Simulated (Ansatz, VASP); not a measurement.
## One calculation of ZnS, two programs

```
Zn S
1.0
     3.81100    0.00000    0.00000
    -1.90550    3.30042    0.00000
     0.00000    0.00000    6.23400
Zn S
2 2
Cartesian
  0.0000 2.2003 0.0000
  1.9055 1.1001 3.1170
  0.0000 2.2003 2.4001
  1.9055 1.1001 5.5171
```

Alike in both runs: task relaxation of cell and atoms; functional PBEsol; k mesh 6 × 6 × 4; occupations methfessel-paxton of order 1, width 0.05 eV; no spin polarisation.

```csv
,VASP,Ansatz
version,VASP 6.6.1,Ansatz 0.2.0
potentials or method,"VASP PAW PBE potentials, release 64 (Zn, S), cutoff 600 eV","plane waves, PAW"
valence electrons in the cell,36,36
```

|  | VASP | Ansatz | Ansatz less VASP |
| --- | --- | --- | --- |
| relaxed volume (Å³/atom) | 19.29 | 19.23 | -0.064 |
| relaxed length of the cell vector where the two differ most in proportion (Å) | 3.788 | 3.782 | -0.0056 |

VASP's potentials were made for PBE, not for PBEsol.
